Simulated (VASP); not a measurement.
Write the native input for VASP 6.6.1 that does the following.

```
Task                   : single point
Functional             : PBEsol
Potentials or basis    : VASP PAW PBE potentials, release 64 (Sn_d, Se)
Cutoff                 : 520 eV
k mesh                 : 6 × 6 × 4
Occupations            : fermi-dirac, width 0.02 eV
Spin                   : no spin polarisation
Dipole correction      : no
Further INCAR settings : ALGO = Normal; EDIFF = 1e-06; NBANDS = 20
```

The structure of SnSe2 lies in POSCAR:

```
SnSe2
1.0
    3.8110000000     -0.0190550000      0.0000000000
   -1.9220021150      3.3099505000      0.0000000000
    0.0000000000      0.0000000000      6.1360000000
Sn Se
1 2
Direct
    0.0000000000      0.0000000000      0.0000000000
    0.3333333333      0.6666666667      0.2490000000
    0.6666666667      0.3333333333      0.7510000000
```

The input as run:

INCAR

```
SYSTEM = SnSe2
  ALGO = Normal
  EDIFF = 1E-6
  ENCUT = 520
  GGA = PS
  ISIF = 2
  ISMEAR = -1
  LASPH = .True.
  LCHARG = .True.
  LELF = .True.
  LREAL = .False.
  LVHAR = .True.
  LWAVE = .False.
  NBANDS = 20
  NELM = 60
  PREC = Accurate
  SIGMA = 0.02
```

KPOINTS

```
k-points
0
Gamma
  6 6 4
  0 0 0
```

Potentials or basis: VASP PAW PBE potentials, release 64 (Sn_d, Se).

Launch:

```bash
$ cat potpaw_PBE.64/Sn_d/POTCAR potpaw_PBE.64/Se/POTCAR > POTCAR
$ mpirun -np 1 vasp_std > vasp.out
```

Results of the run:

```yaml
Pressure: 2.7 GPa
Largest_force: 0.614 eV/Å
Band_gap_on_the_k_mesh: 0.70 eV, indirect (least direct gap 1.00 eV)
```

Caveat: the PAW data sets were made with another functional, which shifts forces and pressure a little; spin-orbit coupling is left out, which moves the levels of the heavy elements.

Wall time 63 s on 1 thread of Intel(R) Xeon(R) Platinum 8488C (Sapphire Rapids), with other jobs on the host, peak memory 0.26 GiB.
